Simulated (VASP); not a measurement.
Set up this calculation in VASP 6.6.1, as the native input.

```yaml
Task: relaxation of volume and atoms at fixed shape
Functional: LDA
Potentials_or_basis: VASP PAW LDA potentials, release 64 (Ta_pv, N)
Cutoff: 600 eV
k_mesh: 7 × 7 × 7
Occupations: fermi-dirac, width 0.05 eV
Spin: no spin polarisation
Dipole_correction: no
Further_INCAR_settings: ALGO = Normal; EDIFF = 1e-07; IBRION = 2; EDIFFG = -0.03; NSW = 60; ISIF = 8
```

The structure of TaN lies in POSCAR:

```
TaN
1.0
    3.0815710000      0.0000000000      0.0000000000
    1.5407855000      2.6687187696      0.0000000000
    1.5407855000      0.8895729232      2.5160921854
Ta N
1 1
Direct
    0.5000000000      0.5000000000      0.5000000000
    0.0000000000      0.0000000000      0.0000000000
```

The input as run:

INCAR

```
PREC     = Accurate       # precision mode
ENCUT    = 600            # plane-wave cutoff, eV
EDIFF    = 1E-7           # SCF threshold, eV
ISMEAR   = -1             # smearing method
SIGMA    = 0.05           # smearing width, eV
LREAL    = False          # projectors in reciprocal space
LASPH    = True           # aspherical terms in the spheres
NELM     = 120            # most SCF steps
ALGO     = Normal         # electronic algorithm
ISIF     = 8              # what is computed and relaxed
LWAVE    = False          # write WAVECAR
LCHARG   = False          # write CHGCAR
IBRION   = 2              # ionic algorithm
NSW      = 60             # ionic steps
EDIFFG   = -0.03          # ionic threshold
GGA_COMPAT= False        
NELMIN   = 4
```

KPOINTS

```
Automatic mesh
0
Gamma
  7 7 7
```

Potentials or basis: VASP PAW LDA potentials, release 64 (Ta_pv, N).

Run with:

```console
$ cat potpaw_LDA.64/Ta_pv/POTCAR potpaw_LDA.64/N/POTCAR > POTCAR
$ mpirun -np 1 vasp_std > vasp.out
```

It gave:

```json
{"Relaxed volume": "10.33 Å³/atom", "Relaxed cell": "a = 3.080 Å, b = 3.080 Å, c = 3.080 Å, α = 60.00°, β = 60.00°, γ = 60.00°", "Space group after relaxing (to 0.05 Å)": "Fm-3m (No. 225)", "Energy gained by relaxing": "0.0 meV/atom", "Ionic steps": "3", "Pressure after relaxing": "0.0 GPa", "Band gap on the k mesh": "zero (band 8 reaches 11.15 eV, above the bottom of band 9 at 7.51 eV)"}
```

Caveat: spin-orbit coupling is left out, which moves the levels of the heavy elements.

Run time: 21 s on 1 thread of Intel(R) Xeon(R) Platinum 8259CL CPU @ 2.50GHz (Skylake/Cascade Lake), on a shared host, peak memory 0.14 GiB.
